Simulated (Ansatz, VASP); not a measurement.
# One calculation of Al30Cu, two programs

```xyz
31
Lattice="8.1000 0.0000 0.0000 0.0000 8.1000 0.0000 0.0000 0.0000 8.1000" Properties=species:S:1:pos:R:3 pbc="T T T"
Al    4.0500   -0.0094   -0.0094
Al    6.0953    2.0226    0.0181
Al    6.0953    0.0181    2.0226
Al    0.0000    0.0198    0.0198
Al    2.0047    2.0226    0.0181
Al    4.0500    4.0593   -0.0069
Al    6.0634    6.0707   -0.0072
Al    2.0047    0.0181    2.0226
Al    4.0500    2.0266    2.0266
Al    6.1659    4.0094    2.0581
Al    4.0500   -0.0069    4.0593
Al    6.1659    2.0581    4.0094
Al    6.0634   -0.0072    6.0707
Al    0.0000    4.0265    0.0142
Al    2.0366    6.0707   -0.0072
Al    1.9341    4.0094    2.0581
Al    4.0500    6.0609    2.0295
Al    0.0000    0.0142    4.0265
Al    1.9341    2.0581    4.0094
Al    4.0500    4.0550    4.0550
Al    6.0798    6.0477    4.0633
Al    2.0366   -0.0072    6.0707
Al    4.0500    2.0295    6.0609
Al    6.0798    4.0633    6.0477
Al    0.0000    6.0484    2.0553
Al    2.0202    6.0477    4.0633
Al    0.0000    2.0553    6.0484
Al    2.0202    4.0633    6.0477
Al    4.0500    6.0718    6.0718
Al    0.0000    6.0712    6.0712
Cu    0.0000    4.0872    4.0872
```

Alike in both runs: functional PBE; dispersion D3(BJ); k mesh 3 × 3 × 3; occupations gaussian, width 0.1 eV; no spin polarisation.

Ansatz relaxed the structure, and its values are those at the end. VASP's run is a single point on that final structure, the one shown.

```csv
,VASP,Ansatz
version,VASP 6.6.1,Ansatz 0.2.0
potentials or method,"VASP PAW PBE potentials, release 64 (Al, Cu), cutoff 520 eV","scalar-relativistic, plane waves, PAW"
valence electrons in the cell,101,109
```

```csv
,VASP,Ansatz,Ansatz less VASP
rms of the force components (eV/Å),0.004,0.004,-0.0008
```

VASP's potentials hold 101 valence electrons a cell and Ansatz's 109, so a difference there can come from the potentials and not from the codes.
